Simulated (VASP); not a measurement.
Pt, 8 atoms in the cell. Symmetry: Pm-3n, No. 223, cubic system. Conventional cell: a = 4.996 Å, b = 4.996 Å, c = 4.996 Å, α = 90.00°, β = 90.00°, γ = 90.00°. Pt (site symmetry m-3) has 12 Pt at 2.79 Å within 3.7 Å. Pt (site symmetry -4m2) has 14 Pt at 2.50 to 3.06 Å within 3.3 Å. 

```yaml
Program: VASP 6.6.1
Task: relaxation of cell and atoms
Functional: PBEsol
Potentials_or_basis: VASP PAW PBE potentials, release 64 (Pt)
Cutoff: 600 eV
k_mesh: 8 × 8 × 8
Occupations: gaussian, width 0.1 eV
Spin: no spin polarisation
Dipole_correction: no
Further_INCAR_settings: ALGO = Fast; EDIFF = 1e-06; IBRION = 2; EDIFFG = -0.01; NSW = 100; ISIF = 3
```

Potentials or basis: VASP PAW PBE potentials, release 64 (Pt).

Run with:

```bash
$ cat potpaw_PBE.64/Pt/POTCAR > POTCAR
$ mpirun -np 1 vasp_std > vasp.out
```

Hardware: 1 thread of Intel Xeon 8259CL (shared host).

Q: Estimate the wall time of this run.

A: Wall time 14 min on 1 thread of Intel Xeon 8259CL (shared host), peak memory 0.36 GiB. Counts: scf iterations 32, k points 35, ion steps 3.
